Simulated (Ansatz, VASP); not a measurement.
# Au: VASP beside Ansatz

```
CELL_PARAMETERS angstrom
2.79991 0.00000 0.00000
-1.39996 2.42479 0.00000
0.00000 0.00000 5.18385
ATOMIC_POSITIONS crystal
Au 0.33333 0.66667 0.75000
Au 0.66667 0.33333 0.25000
```

Alike in both runs: task single point; functional r2SCAN; k mesh 24 × 24 × 14; occupations gaussian, width 0.15 eV; no spin polarisation.

```csv
,VASP,Ansatz
version,VASP 6.6.1,Ansatz 0.2.0
potentials or method,"VASP PAW PBE potentials, release 64 (Au), cutoff 520 eV","scalar-relativistic, plane waves, PAW"
valence electrons in the cell,22,38
```

VASP gave:

| Property | Result |
| --- | --- |
| gap on the k mesh at the Fermi level (eV) | none |
| pressure (GPa) | 2.7 |
| traceless stress, the component that is largest in VASP (GPa) | -5.55 |

Problem. What did Ansatz give for the same quantities?

Solution. gap on the k mesh at the Fermi level (eV): none; pressure (GPa): 2.4; traceless stress, the component that is largest in VASP (GPa): -5.40.

VASP's potentials were made for PBE, not for r2SCAN. A gap of «none» marks a metal or a gap that the smearing closes. VASP's potentials hold 22 valence electrons a cell and Ansatz's 38, so a difference there can come from the potentials and not from the codes.

Spin-orbit coupling is off throughout.
